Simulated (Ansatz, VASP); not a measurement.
# TlBr: VASP beside Ansatz

```xyz
2
Lattice="3.9462 0.0000 0.0000 0.0000 3.9462 0.0000 0.0000 0.0000 3.9462" Properties=species:S:1:pos:R:3 pbc="T T T"
Tl    0.0000    0.0000    0.0000
Br    1.9731    1.9731    1.9731
```

Alike in both runs: task single point; functional PBE-based global hybrid with a share of 0.75 of exact exchange; k mesh 4 × 4 × 4; no spin polarisation.

|  | VASP | Ansatz |
| --- | --- | --- |
| version | VASP 6.6.1 | Ansatz 0.2.0 |
| potentials or method | VASP PAW PBE potentials, release 64 (Tl_d, Br) | plane waves |
| plane-wave cutoff (eV) | 400 | 420 |
| occupations | gaussian, width 0.01 eV | fixed |
| valence electrons in the cell | 20 | 20 |

|  | VASP | Ansatz | Ansatz less VASP |
| --- | --- | --- | --- |
| gap on the k mesh at the Fermi level (eV) | 6.00 | 5.91 | -0.085 |
| pressure (GPa) | 0.3 | 0.8 | +0.48 |

VASP's potentials were made for PBE, not for PBE-based global hybrid. Ansatz's warnings: stress exchange threshold loose, stress scf threshold loose.

Spin-orbit coupling is off throughout.
